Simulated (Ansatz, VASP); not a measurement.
TlBr in VASP and in Ansatz

Contents of POSCAR:

```
TlBr
1.0
    3.9800000000      0.0000000000      0.0000000000
    0.0000000000      3.9800000000      0.0000000000
    0.0000000000      0.0000000000      3.9800000000
Tl Br
1 1
Direct
    0.0000000000      0.0000000000      0.0000000000
    0.5000000000      0.5000000000      0.5000000000
```

INCAR.step1

```
SYSTEM = TlBr
PREC = Accurate
ENCUT = 440
ISMEAR = -1
SIGMA = 0.03
LREAL = .False.
LASPH = .True.
NELM = 120
NBANDS = 17
GGA = PE
ALGO = Normal
EDIFF = 1E-5
LWAVE = .True.
LCHARG = .False.
GGA_COMPAT = .False.
```

The input INCAR.step2:

```
SYSTEM = TlBr
PREC = Accurate
ENCUT = 440
EDIFF = 1E-8
ISMEAR = -1
SIGMA = 0.03
LREAL = .False.
LASPH = .True.
NELM = 120
ALGO = Normal
ISIF = 2
LWAVE = .False.
LCHARG = .False.
METAGGA = R2SCAN
LMIXTAU = .True.
LEFG = .True.
NBANDS = 17
ISTART = 1
GGA_COMPAT = .False.
```

KPOINTS

```
regular mesh
0
Gamma
  7 7 7
  0 0 0
```

Input for Ansatz:

```yaml
crystal:
  lattice:
    - [3.98, 0.0, 0.0]
    - [0.0, 3.98, 0.0]
    - [0.0, 0.0, 3.98]
  atoms:
    - { symbol: Tl, position: [0.0, 0.0, 0.0] }
    - { symbol: Br, position: [0.5, 0.5, 0.5] }
kpoints:
  mp_grid: { grid: [7, 7, 7] }
  band_path:
    path:
      - [0.0, 0.0, 0.0]
      - [0.0, 0.5, 0.0]
      - [0.5, 0.5, 0.0]
      - [0.0, 0.0, 0.0]
      - [0.5, 0.5, 0.5]
      - [0.0, 0.5, 0.0]
      - [0.5, 0.5, 0.5]
      - [0.5, 0.5, 0.0]
    npoints: 6
scf:
  occupations: { method: fermi_dirac, width: 0.03 }
hamiltonian:
  xc: r2scan
  pseudopotentials: { kind: paw }
output:
  forces: true
  stress: true
  eigenvalues: true
  efg: { contact_densities: true }
  populations: true
```

Change from the starting cell: volume scaled by 1, PAW files.

Alike in both runs: task electric field gradients; functional r2SCAN; k mesh 7 × 7 × 7; occupations fermi-dirac, width 0.03 eV; no spin polarisation.

|  | VASP | Ansatz |
| --- | --- | --- |
| version | VASP 6.6.1 | Ansatz 0.2.0 |
| potentials or method | VASP PAW PBE potentials, release 64 (Tl_d, Br) | PAW with Ansatz's default frozen-core files, scalar-relativistic |
| plane-wave cutoff (eV) | 440 | 500 |
| valence electrons in the cell | 20 | 20 |

Ansatz gave:

| Property | Result |
| --- | --- |
| gap on the k mesh at the Fermi level (eV) | 2.70 |
| pressure (GPa) | 0.3 |

Task: Estimate VASP's values.

Result: gap on the k mesh at the Fermi level (eV): 2.71; pressure (GPa): 0.3.

VASP's potentials were made for PBE, not for r2SCAN.

Neither program's run includes spin-orbit coupling.
